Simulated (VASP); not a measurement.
Write the native input for VASP 6.6.1 that does the following.

```yaml
Task: single point
Functional: PBEsol
Potentials_or_basis: VASP PAW PBE potentials, release 64 (Be)
Cutoff: 520 eV
k_mesh: 20 × 20 × 20
Occupations: gaussian, width 0.1 eV
Spin: no spin polarisation
Dipole_correction: no
Further_INCAR_settings: ALGO = Fast; EDIFF = 1e-07; NBANDS = 7
```

The structure of Be lies in POSCAR:

```
Be
1.0
   -1.2443866983      1.2116802414      1.2275196903
    1.2619554540     -1.2040111412      1.2374193458
    1.2339106071      1.1935350501     -1.2198505900
Be
1
Direct
    0.0000000000      0.0000000000      0.0000000000
```

This cell differs from its parent crystal: the cell strained at random.

One way to write it, as run:

INCAR

```
PREC = Accurate
ENCUT = 520
EDIFF = 1E-7
ISMEAR = 0
SIGMA = 0.1
LREAL = False
LASPH = True
NELM = 80
ALGO = Fast
ISIF = 2
LWAVE = False
LCHARG = False
GGA = PS
NBANDS = 7
```

KPOINTS

```
regular mesh
0
Gamma
  20 20 20
```

Potentials or basis: VASP PAW PBE potentials, release 64 (Be).

Run with:

```console
$ cat potpaw_PBE.64/Be/POTCAR > POTCAR
$ mpirun -np 1 vasp_std > vasp.out
```

It gave:

* Pressure: 6.7 GPa
* Band gap on the k mesh: zero (bands 1 and 2 overlap by 4.82 eV)

Caveat: the cell differs from its parent crystal (the cell strained at random); the cell stands under pressure; the PAW data sets were made with another functional, which shifts forces and pressure a little.

Run time: 33 s on 1 thread of Intel(R) Xeon(R) 6975P-C (Granite Rapids), on a shared host, peak memory 0.29 GiB.
